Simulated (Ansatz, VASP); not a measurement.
Te2Mo in VASP and in Ansatz

```xyz
3
Lattice="3.5602 0.0000 0.0000 -1.7801 3.0833 0.0000 0.0000 0.0000 17.5241" Properties=species:S:1:pos:R:3 pbc="T T T"
Te    0.0000    2.0555   15.7341
Te    0.0000    2.0555    1.7900
Mo    0.0000    0.0000   -0.2000
```

Change from the starting cell: all Mo atoms moved -0.200 Å, as atom 3 along Cartesian [0 0 1].

Alike in both runs: task single point; functional LDA; k mesh 12 × 12 × 2; occupations gaussian, width 0.05 eV; no spin polarisation.

|  | VASP | Ansatz |
| --- | --- | --- |
| version | VASP 6.6.1 | Ansatz 0.2.0 |
| potentials or method | VASP PAW LDA potentials, release 64 (Te, Mo_sv), cutoff 520 eV | scalar-relativistic, plane waves, PAW |
| valence electrons in the cell | 26 | 46 |

|  | VASP | Ansatz | Ansatz less VASP |
| --- | --- | --- | --- |
| gap on the k mesh at the Fermi level (eV) | 0.85 | 0.87 | +0.016 |
| least direct gap on the mesh (eV) | 1.08 | 1.08 | -0.001 |
| rms of the force components (eV/Å) | 1.689 | 1.672 | -0.0171 |

LDA's correlation is that of Perdew and Zunger in VASP and of Perdew and Wang (1992) in Ansatz. Atom by atom the forces differ by 0.031 eV/Å (rms over components). VASP's potentials hold 26 valence electrons a cell and Ansatz's 46, so a difference there can come from the potentials and not from the codes.

Neither program's run includes spin-orbit coupling.
